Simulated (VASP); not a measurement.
# Ir (Fm-3m) in VASP: notebook, part 2 of 2

VASP 6.6.1. The steps go on from the part before.

**3. Electric field gradients, PBEsol (volume scaled by 1.04)**

INCAR reads:

```
SYSTEM = Ir
PREC     = Accurate       ! precision mode
ENCUT    = 520            ! plane-wave cutoff, eV
EDIFF    = 1E-8           ! SCF threshold, eV
ISMEAR   = -1             ! smearing method
SIGMA    = 0.05           ! smearing width, eV
LREAL    = .False.        ! projectors in reciprocal space
LASPH    = .True.         ! aspherical terms in the spheres
NELM     = 60             ! most SCF steps
ALGO     = Normal         ! electronic algorithm
ISIF     = 2              ! what is computed and relaxed
LWAVE    = .False.        ! write WAVECAR
LCHARG   = .False.        ! write CHGCAR
GGA      = PS             ! functional
LEFG     = .True.       
NBANDS   = 10             ! bands
```

KPOINTS reads:

```
regular mesh
0
Gamma
  18 18 18
  0 0 0
```

POSCAR reads:

```
Ir
1.0
    0.0000000000      1.9449621075      1.9449621075
    1.9449621075      0.0000000000      1.9449621075
    1.9449621075      1.9449621075      0.0000000000
Ir
1
Direct
    0.0000000000      0.0000000000      0.0000000000
```

Potentials or basis: VASP PAW PBE potentials, release 64 (Ir).

Command:

```sh
$ cat potpaw_PBE.64/Ir/POTCAR > POTCAR
$ mpirun -np 1 vasp_std > vasp.out
```

OUTCAR:

```text
SYSTEM = Ir
   PREC = Accurate
   ENCUT = 520
   EDIFF = 1E-8
   ISMEAR = -1
   LREAL = .False.
   LASPH = .True.
   NELM = 60
   ISIF = 2
   GGA = PS

 ion  position               nearest neighbor table
   1  0.000  0.000  0.000-

  LATTYP: Found a face centered cubic cell.
 ALAT       =     3.8899242150

  Lattice vectors:

 A1 = (   0.0000000000,   1.9449621075,   1.9449621075)
 A2 = (   1.9449621075,   0.0000000000,   1.9449621075)
 A3 = (   1.9449621075,   1.9449621075,   0.0000000000)

Analysis of symmetry for initial positions (statically):
=====================================================================
 Subroutine PRICEL returns:
 Original cell was already a primitive cell.

 Routine SETGRP: Setting up the symmetry group for a
 face centered cubic supercell.

 Subroutine GETGRP returns: Found 48 space group operations
 (whereof 48 operations were pure point group operations)
 out of a pool of 48 trial point group operations.

The static configuration has the point symmetry O_h .

Analysis of symmetry for dynamics (positions and initial velocities):
=====================================================================
 Subroutine PRICEL returns:
 Original cell was already a primitive cell.

 Routine SETGRP: Setting up the symmetry group for a
 face centered cubic supercell.

 Subroutine GETGRP returns: Found 48 space group operations
 (whereof 48 operations were pure point group operations)
 out of a pool of 48 trial point group operations.

The dynamic configuration has the point symmetry O_h .

 Subroutine INISYM returns: Found 48 space group operations
 (whereof 48 operations are pure point group operations),
[... 147 lines left out ...]

 k-point     1 :       0.0000    0.0000    0.0000
  band No.  band energies     occupation
      1      -1.1947      2.00000
      2       5.8989      2.00000
      3       5.8989      2.00000
      4       5.8989      2.00000
      5       8.4497      2.00000
      6       8.4497      2.00000
      7      23.9635      0.00000
      8      29.3030      0.00000
      9      29.3030      0.00000
     10      29.3030      0.00000
[... 287 lines left out ...]
 k-point    24 :      -0.2222    0.0556    0.0000
  band No.  band energies     occupation
      1       0.9567      2.00000
      2       5.2592      2.00000
      3       6.3364      2.00000
      4       6.4246      2.00000
      5       8.1820      2.00000
      6       8.9877      1.99999
      7      23.5134      0.00000
      8      26.3213      0.00000
      9      31.1570      0.00000
     10      32.4078      0.00000

 [... further k-points ...]
[... 5 lines left out ...]
  --------------------------------------------------------------------------------------
  -------------------------------------------------------------------------------------
  Total       -1.3989836     -1.3989836     -1.3989836      0.0000000      0.0000000      0.0000000
  in kB     -152.3210001   -152.3210001   -152.3210001      0.0000000      0.0000000      0.0000000
  external PRESSURE =    -152.3210001 kB  Pullay stress =       0.0000000 kB

 VOLUME and BASIS-vectors are now :
 -----------------------------------------------------------------------------
  energy-cutoff  :      520.00
  volume of cell :       14.72
      direct lattice vectors                 reciprocal lattice vectors
     0.000000000  1.944962108  1.944962108    -0.257074417  0.257074417  0.257074417
     1.944962108  0.000000000  1.944962108     0.257074417 -0.257074417  0.257074417
     1.944962108  1.944962108  0.000000000     0.257074417  0.257074417 -0.257074417

 POSITION                                       TOTAL-FORCE (eV/Angst)
 -----------------------------------------------------------------------------------
      0.00000      0.00000      0.00000         0.000000      0.000000      0.000000
 -----------------------------------------------------------------------------------
    total drift:                                0.000000      0.000000     -0.000000

  FREE ENERGIE OF THE ION-ELECTRON SYSTEM (eV)
  ---------------------------------------------------
  free  energy   TOTEN  =        -9.7939446172 eV

  energy  without entropy=       -9.7852075691  energy(sigma->0) =       -9.78957609

 Electric field gradients (V/A^2)
---------------------------------------------------------------------
 ion       V_xx      V_yy      V_zz      V_xy      V_xz      V_yz
---------------------------------------------------------------------
   1       0.000    -0.000     0.000     0.000     0.000     0.000
---------------------------------------------------------------------

 Electric field gradients after diagonalization (V/A^2)
 (convention: |V_zz| > |V_xx| > |V_yy|)
----------------------------------------------------------------------
 ion       V_xx      V_yy      V_zz     asymmetry (V_yy - V_xx)/ V_zz
----------------------------------------------------------------------
   1      -0.000    -0.000     0.000       0.000
----------------------------------------------------------------------

           NMR quadrupolar parameters

 Cq : quadrupolar parameter    Cq=e*Q*V_zz/h
 eta: asymmetry parameters     (V_yy - V_xx)/ V_zz
 Q  : nuclear electric quadrupole moment in mb (millibarn)
----------------------------------------------------------------------
 ion       Cq(MHz)       eta       Q (mb)
----------------------------------------------------------------------
   1       0.000       0.000       1.000
----------------------------------------------------------------------
```

OSZICAR:

```text
N       E                     dE             d eps       ncg     rms          rms(c)
DAV:   1     0.455476011041E+02    0.45548E+02   -0.43231E+03  3956   0.816E+02
DAV:   2    -0.955467665733E+01   -0.55102E+02   -0.52290E+02  3992   0.193E+02
DAV:   3    -0.104414831184E+02   -0.88681E+00   -0.88329E+00  4554   0.296E+01
DAV:   4    -0.104498369649E+02   -0.83538E-02   -0.83522E-02  4382   0.268E+00
DAV:   5    -0.104500028517E+02   -0.16589E-03   -0.16588E-03  4358   0.369E-01    0.142E+01
DAV:   6    -0.988867474053E+01    0.56133E+00   -0.10814E+00  4372   0.124E+01    0.537E+00
DAV:   7    -0.980075006715E+01    0.87925E-01   -0.27604E-01  4620   0.569E+00    0.147E+00
DAV:   8    -0.979808678640E+01    0.26633E-02   -0.19721E-03  4180   0.440E-01    0.113E+00
DAV:   9    -0.979394508108E+01    0.41417E-02   -0.20454E-03  4304   0.644E-01    0.191E-02
DAV:  10    -0.979394278948E+01    0.22916E-05   -0.10793E-05  5510   0.319E-02    0.151E-02
DAV:  11    -0.979394458013E+01   -0.17906E-05   -0.91517E-07  4256   0.595E-03    0.111E-03
DAV:  12    -0.979394462172E+01   -0.41591E-07   -0.19546E-08  5138   0.146E-03    0.729E-04
DAV:  13    -0.979394461723E+01    0.44909E-08   -0.14422E-09  2270   0.373E-04
   1 F= -.97939446E+01 E0= -.97895761E+01  d E =-.873705E-02
```

stdout:

```text
POSCAR found type information on POSCAR Ir
 POSCAR found :  1 types and       1 ions
 scaLAPACK will be used
 -----------------------------------------------------------------------------
|                                                                             |
|                                                                             |
|     You enforced a specific xc type in the INCAR file but a different       |
|     I HOPE YOU KNOW WHAT YOU ARE DOING!                                     |
|                                                                             |
 -----------------------------------------------------------------------------

 LDA part: xc-table for (Slater+PW92), standard interpolation
 POSCAR, INCAR and KPOINTS ok, starting setup
 FFT: planning ... GRIDC
 FFT: planning ... GRID_SOFT
 FFT: planning ... GRID
 WAVECAR not read
 entering main loop
ion   1
```

Run time: 27 s. Hardware: 1 thread of Intel Xeon 6975P-C, shared host; peak memory 0.15 GiB.

What came out:

| Quantity | Value |
| --- | --- |
| Free energy | -9.7939 eV |
| Pressure | -15.2 GPa |

Caveat: without QUAD_EFG the Cq values of the log hold for a quadrupole moment of 1 mb, not for the nuclei; the PAW data sets were made with another functional, which shifts forces and pressure a little; spin-orbit coupling is left out, which moves the levels of the heavy elements.

**4. Electric field gradients, PBEsol (volume scaled by 1.06)**

INCAR reads:

```
SYSTEM = Ir
ALGO = Normal ; EDIFF = 1E-8
ENCUT = 520 ; GGA = PS
ISIF = 2 ; ISMEAR = -1
LASPH = .True. ; LCHARG = .False.
LEFG = .True. ; LREAL = .False.
LWAVE = .False. ; NBANDS = 10
NELM = 60 ; PREC = Accurate
SIGMA = 0.05
```

KPOINTS reads:

```
k-points
0
Gamma
  18 18 18
  0 0 0
```

POSCAR reads:

```
Ir
1.0
    0.0000000000      1.9573507352      1.9573507352
    1.9573507352      0.0000000000      1.9573507352
    1.9573507352      1.9573507352      0.0000000000
Ir
1
Direct
    0.0000000000      0.0000000000      0.0000000000
```

Potentials or basis: VASP PAW PBE potentials, release 64 (Ir).

Command:

```sh
$ cat potpaw_PBE.64/Ir/POTCAR > POTCAR
$ mpirun -np 1 vasp_std > vasp.out
```

OUTCAR:

```text
SYSTEM = Ir
   EDIFF = 1E-8
   ENCUT = 520
   GGA = PS
   ISIF = 2
   ISMEAR = -1
   LASPH = .True.
   LREAL = .False.
   NELM = 60
   PREC = Accurate

 ion  position               nearest neighbor table
   1  0.000  0.000  0.000-

  LATTYP: Found a face centered cubic cell.
 ALAT       =     3.9147014704

  Lattice vectors:

 A1 = (   0.0000000000,   1.9573507352,   1.9573507352)
 A2 = (   1.9573507352,   0.0000000000,   1.9573507352)
 A3 = (   1.9573507352,   1.9573507352,   0.0000000000)

Analysis of symmetry for initial positions (statically):
=====================================================================
 Subroutine PRICEL returns:
 Original cell was already a primitive cell.

 Routine SETGRP: Setting up the symmetry group for a
 face centered cubic supercell.

 Subroutine GETGRP returns: Found 48 space group operations
 (whereof 48 operations were pure point group operations)
 out of a pool of 48 trial point group operations.

The static configuration has the point symmetry O_h .

Analysis of symmetry for dynamics (positions and initial velocities):
=====================================================================
 Subroutine PRICEL returns:
 Original cell was already a primitive cell.

 Routine SETGRP: Setting up the symmetry group for a
 face centered cubic supercell.

 Subroutine GETGRP returns: Found 48 space group operations
 (whereof 48 operations were pure point group operations)
 out of a pool of 48 trial point group operations.

The dynamic configuration has the point symmetry O_h .

 Subroutine INISYM returns: Found 48 space group operations
 (whereof 48 operations are pure point group operations),
 and found     1 'primitive' translations

----------------------------------------------------------------------------------------

                                     Primitive cell

  volume of cell :      14.9981

  direct lattice vectors                    reciprocal lattice vectors
     0.000000000  1.957350735  1.957350735    -0.255447320  0.255447320  0.255447320
     1.957350735  0.000000000  1.957350735     0.255447320 -0.255447320  0.255447320
     1.957350735  1.957350735  0.000000000     0.255447320  0.255447320 -0.255447320

  length of vectors
     2.768111956  2.768111956  2.768111956     0.442447737  0.442447737  0.442447737

  position of ions in fractional coordinates (direct lattice)
     0.000000000  0.000000000  0.000000000

  ion indices of the primitive-cell ions
   primitive index   ion index
                 1           1

----------------------------------------------------------------------------------------

 KPOINTS: k-points

Automatic generation of k-mesh.
 Grid dimensions read from file:
 generate k-points for:   18   18   18

 Generating k-lattice:

  Cartesian coordinates                     Fractional coordinates (reciprocal lattice)
[... 62 lines left out ...]
   EDIFFG = 0.1E-06   stopping-criterion for IOM
   NSW    =      0    number of steps for IOM
   IBRION =     -1    ionic relax: 0-MD 1-quasi-New 2-CG
   NFREE  =      0    steps in history (QN), initial steepest desc. (CG)
   ISIF   =      2    stress and relaxation
   ISYM   =      2    0-nonsym 1-usesym 2-fastsym
   POTIM  = 0.5000    time-step for ionic-motion
   TEBEG  =    0.0;   TEEND  =   0.0 temperature during run
   PSTRESS=    0.0 pullay stress
   NELECT =       9.0000    total number of electrons
   NUPDOWN=      -1.0000    fix difference up-down
   EMIN   =  10.00;   EMAX   =-10.00  energy-range for DOS
   EFERMI =   0.00;   METHOD = LEGACY
   ISMEAR =    -1;   SIGMA  =   0.05  broadening in eV -4-tet -1-fermi 0-gaus
   EFERMI_NEDOS =   21; number of points for ismear=-14 and -15
   IALGO  =     38    algorithm
   IMIX   =      4    mixing-type and parameters
     AMIX     =   0.40;   BMIX     =  1.00
     AMIX_MAG =   1.60;   BMIX_MAG =  1.00
  volume/ion in A,a.u.               =      15.00       101.21
  Fermi-wavevector in a.u.,A,eV,Ry     =   1.380841  2.609411 25.942527  1.906722
  Thomas-Fermi vector in A             =   2.505681
   LORBIT       =      0    0 simple, 1 ext, 2 COOP (PROOUT), +10 PAW based schemes
   GGA     = PS    functional components
   LHFCALC =     F    Hartree Fock is set to
   AEXX    =    0.0000 exact exchange contribution
   IVDW    =     0    specifies the selected vdW correction
   LEPSILON=     F    determine dielectric tensor
   LRPA    =     F    only Hartree local field effects (RPA)
 non-spin polarized calculation
  energy-cutoff  :      520.00
  volume of cell :       15.00
 maximum number of plane-waves:       419
 NGX is ok and might be reduce to    24
   NGX = 11   NGY = 11   NGZ = 11

 number of electron       9.0000001 magnetization

 Free energy of the ion-electron system (eV)
  ---------------------------------------------------
  ext. energy  EPLUGINS =         0.00000000
  ---------------------------------------------------
  free energy    TOTEN  =        -9.76212188 eV

  energy without entropy =       -9.75310273  energy(sigma->0) =       -9.75761230

 E-fermi :   9.2802     XC(G=0): -13.7607

 val. band max:        9.2675457168   @ k =   0.5000   0.3889   0.0556
 cond. band min:       9.2825510455   @ k =   0.5000   0.2222   0.1111
 fundamental gap:      0.0150053287
 Fermi energy:         9.2802147226

 k-point     1 :       0.0000    0.0000    0.0000
  band No.  band energies     occupation
      1      -1.3100      2.00000
      2       5.6891      2.00000
      3       5.6891      2.00000
      4       5.6891      2.00000
      5       8.1633      2.00000
      6       8.1633      2.00000
      7      23.6768      0.00000
      8      28.9045      0.00000
      9      28.9045      0.00000
     10      28.9045      0.00000
[... 287 lines left out ...]
 k-point    24 :      -0.2222    0.0556    0.0000
  band No.  band energies     occupation
      1       0.8087      2.00000
      2       5.0661      2.00000
      3       6.1157      2.00000
      4       6.2015      2.00000
      5       7.9083      2.00000
      6       8.6875      1.99999
      7      23.0937      0.00000
      8      25.9126      0.00000
      9      30.6190      0.00000
     10      31.8966      0.00000

 [... further k-points ...]
[... 5 lines left out ...]
  --------------------------------------------------------------------------------------
  -------------------------------------------------------------------------------------
  Total       -1.9487826     -1.9487826     -1.9487826      0.0000000     -0.0000000     -0.0000000
  in kB     -208.1795239   -208.1795239   -208.1795239      0.0000000     -0.0000000     -0.0000000
  external PRESSURE =    -208.1795239 kB  Pullay stress =       0.0000000 kB

 VOLUME and BASIS-vectors are now :
 -----------------------------------------------------------------------------
  energy-cutoff  :      520.00
  volume of cell :       15.00
      direct lattice vectors                 reciprocal lattice vectors
     0.000000000  1.957350735  1.957350735    -0.255447320  0.255447320  0.255447320
     1.957350735  0.000000000  1.957350735     0.255447320 -0.255447320  0.255447320
     1.957350735  1.957350735  0.000000000     0.255447320  0.255447320 -0.255447320

 POSITION                                       TOTAL-FORCE (eV/Angst)
 -----------------------------------------------------------------------------------
      0.00000      0.00000      0.00000         0.000000      0.000000      0.000000
 -----------------------------------------------------------------------------------
    total drift:                               -0.000000      0.000000     -0.000000

  FREE ENERGIE OF THE ION-ELECTRON SYSTEM (eV)
  ---------------------------------------------------
  free  energy   TOTEN  =        -9.7621218785 eV

  energy  without entropy=       -9.7531027261  energy(sigma->0) =       -9.75761230

 Electric field gradients (V/A^2)
---------------------------------------------------------------------
 ion       V_xx      V_yy      V_zz      V_xy      V_xz      V_yz
---------------------------------------------------------------------
   1       0.000    -0.000    -0.000     0.000     0.000     0.000
---------------------------------------------------------------------

 Electric field gradients after diagonalization (V/A^2)
 (convention: |V_zz| > |V_xx| > |V_yy|)
----------------------------------------------------------------------
 ion       V_xx      V_yy      V_zz     asymmetry (V_yy - V_xx)/ V_zz
----------------------------------------------------------------------
   1      -0.000    -0.000     0.000       0.000
----------------------------------------------------------------------

           NMR quadrupolar parameters

 Cq : quadrupolar parameter    Cq=e*Q*V_zz/h
 eta: asymmetry parameters     (V_yy - V_xx)/ V_zz
 Q  : nuclear electric quadrupole moment in mb (millibarn)
----------------------------------------------------------------------
 ion       Cq(MHz)       eta       Q (mb)
----------------------------------------------------------------------
   1       0.000       0.000       1.000
----------------------------------------------------------------------
```

OSZICAR:

```text
N       E                     dE             d eps       ncg     rms          rms(c)
DAV:   1     0.467224381545E+02    0.46722E+02   -0.43069E+03  3908   0.811E+02
DAV:   2    -0.949408502056E+01   -0.56217E+02   -0.53405E+02  3986   0.194E+02
DAV:   3    -0.104199011601E+02   -0.92582E+00   -0.92246E+00  4568   0.303E+01
DAV:   4    -0.104282728091E+02   -0.83716E-02   -0.83700E-02  4366   0.266E+00
DAV:   5    -0.104284420704E+02   -0.16926E-03   -0.16926E-03  4472   0.369E-01    0.135E+01
DAV:   6    -0.985357001633E+01    0.57487E+00   -0.11470E+00  4362   0.127E+01    0.501E+00
DAV:   7    -0.976876482327E+01    0.84805E-01   -0.27343E-01  4600   0.562E+00    0.148E+00
DAV:   8    -0.976604627961E+01    0.27185E-02   -0.19511E-03  4176   0.437E-01    0.112E+00
DAV:   9    -0.976212083551E+01    0.39254E-02   -0.19252E-03  4314   0.621E-01    0.156E-02
DAV:  10    -0.976212007381E+01    0.76170E-06   -0.10088E-05  5404   0.303E-02    0.149E-02
DAV:  11    -0.976212184739E+01   -0.17736E-05   -0.83557E-07  4262   0.573E-03    0.940E-04
DAV:  12    -0.976212188733E+01   -0.39942E-07   -0.17515E-08  5076   0.136E-03    0.575E-04
DAV:  13    -0.976212187848E+01    0.88438E-08   -0.14246E-09  2266   0.383E-04
   1 F= -.97621219E+01 E0= -.97576123E+01  d E =-.901915E-02
```

Wall time 25 s (1 thread of Intel Xeon 6975P-C, shared host); peak memory 0.17 GiB.

What came out:

```yaml
Free_energy: -9.7621 eV
Pressure: -20.8 GPa
```

Caveat: without QUAD_EFG the Cq values of the log hold for a quadrupole moment of 1 mb, not for the nuclei; the PAW data sets were made with another functional, which shifts forces and pressure a little; spin-orbit coupling is left out, which moves the levels of the heavy elements.
